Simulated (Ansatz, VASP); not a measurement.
# BN: VASP beside Ansatz

The input INCAR:

```
PREC = Accurate
ENCUT = 520
EDIFF = 1E-7
ISMEAR = 0
SIGMA = 0.05
LREAL = False
LASPH = True
NELM = 80
ALGO = Normal
ISIF = 2
LWAVE = False
LCHARG = False
NBANDS = 16
```

The input KPOINTS:

```
Automatic mesh
0
Gamma
  12 12 6
```

The input POSCAR:

```
BN
1.0
    2.4517820176      0.0000000000      0.0000000000
   -1.2258910088      2.1233055118      0.0000000000
    0.0000000000      0.0000000000      4.2268550000
B N
2 2
Direct
    0.6666666667      0.3333333333      0.9997240000
    0.3333333333      0.6666666667      0.4997240000
    0.6666666667      0.3333333333      0.6252760000
    0.3333333333      0.6666666667      0.1252760000
```

Input for Ansatz:

```yaml
crystal:
  lattice:
    - [2.4517820176, 0.0, 0.0]
    - [-1.2258910088, 2.1233055118, 0.0]
    - [0.0, 0.0, 4.226855]
  atoms:
    - { symbol: B, position: [0.6666666667, 0.3333333333, 0.999724] }
    - { symbol: B, position: [0.3333333333, 0.6666666667, 0.499724] }
    - { symbol: "N", position: [0.6666666667, 0.3333333333, 0.625276] }
    - { symbol: "N", position: [0.3333333333, 0.6666666667, 0.125276] }
basis:
  ecutwfc: 420
kpoints:
  mp_grid: { grid: [12, 12, 6] }
hamiltonian:
  xc: lda
scf:
  occupations: { method: gaussian, width: 0.05 }
output:
  forces: true
  stress: true
  eigenvalues: true
```

Change from the starting cell: strain -0.040 along x and y, +0.000 along z, atoms carried along.

Alike in both runs: task single point; functional LDA; k mesh 12 × 12 × 6; occupations gaussian, width 0.05 eV; no spin polarisation.

|  | VASP | Ansatz |
| --- | --- | --- |
| version | VASP 6.6.1 | Ansatz 0.2.0 |
| potentials or method | VASP PAW LDA potentials, release 64 (B, N), cutoff 520 eV | scalar-relativistic, plane waves, PAW |
| valence electrons in the cell | 16 | 16 |

Ansatz gave:

| Quantity | Value |
| --- | --- |
| gap on the k mesh at the Fermi level (eV) | 4.69 |
| least direct gap on the mesh (eV) | 7.49 |
| pressure (GPa) | 20.5 |
| traceless stress, the component that is largest in VASP (GPa) | -30.40 |
| rms of the force components (eV/Å) | 0.087 |

**Question.** Estimate VASP's values.

**Answer.** gap on the k mesh at the Fermi level (eV): 4.66; least direct gap on the mesh (eV): 7.49; pressure (GPa): 21.6; traceless stress, the component that is largest in VASP (GPa): -30.60; rms of the force components (eV/Å): 0.093.

LDA's correlation is that of Perdew and Zunger in VASP and of Perdew and Wang (1992) in Ansatz. Atom by atom the forces differ by 0.006 eV/Å (rms over components).
